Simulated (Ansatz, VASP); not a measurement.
H in VASP and in Ansatz

INCAR

```
  ALGO = Normal
  EDIFF = 1E-7
  EDIFFG = -0.04
  ENCUT = 600
  GGA = PS
  IBRION = 2
  ISIF = 3
  ISMEAR = 0
  LASPH = True
  LCHARG = False
  LREAL = False
  LWAVE = False
  NELM = 60
  NSW = 90
  PREC = Accurate
  SIGMA = 0.1
```

KPOINTS

```
k-points
0
Gamma
  6 6 4
```

The input POSCAR:

```
H
1.0
    2.6234813799     -2.5669048168      0.0000000000
    2.6234813799      2.5669048168      0.0000000000
    0.0000000000      0.0000000000      4.1418180000
H
4
Direct
    0.9532956300      0.0467043700      0.0685088900
    0.4532956300      0.5467043700      0.4314911100
    0.5467043700      0.4532956300      0.5685088900
    0.0467043700      0.9532956300      0.9314911100
```

Input for Ansatz:

```yaml
crystal:
  lattice:
    - [2.6234813799, -2.5669048168, 0.0]
    - [2.6234813799, 2.5669048168, 0.0]
    - [0.0, 0.0, 4.141818]
  atoms:
    - { symbol: H, position: [0.95329563, 0.04670437, 0.06850889] }
    - { symbol: H, position: [0.45329563, 0.54670437, 0.43149111] }
    - { symbol: H, position: [0.54670437, 0.45329563, 0.56850889] }
    - { symbol: H, position: [0.04670437, 0.95329563, 0.93149111] }
basis:
  ecutwfc: 420
kpoints:
  mp_grid: { grid: [6, 6, 4] }
hamiltonian:
  xc: pbesol
scf:
  occupations: { method: gaussian, width: 0.1 }
  lower_state_search: "off"
output:
  forces: true
  stress: true
  eigenvalues: true
relax:
  adjacent_minimum: "off"
  f_tol: 0.04
  max_steps: 70
  cell: { stress_tol: 0.4 }
```

Alike in both runs: task relaxation of cell and atoms; functional PBEsol; k mesh 6 × 6 × 4; occupations gaussian, width 0.1 eV; no spin polarisation.

```csv
,VASP,Ansatz
version,VASP 6.6.1,Ansatz 0.2.0
potentials or method,"VASP PAW PBE potentials, release 64 (H), cutoff 600 eV","scalar-relativistic, plane waves, PAW"
valence electrons in the cell,4,4
```

```tsv
	VASP	Ansatz	Ansatz less VASP
gap on the k mesh at the Fermi level, each at its own relaxed structure (eV)	8.98	8.99	+0.011
relaxed volume (Å³/atom)	13.98	13.95	-0.032
relaxed length of the cell vector where the two differ most in proportion (Å)	4.149	4.145	-0.0035
```

VASP's potentials were made for PBE, not for PBEsol.
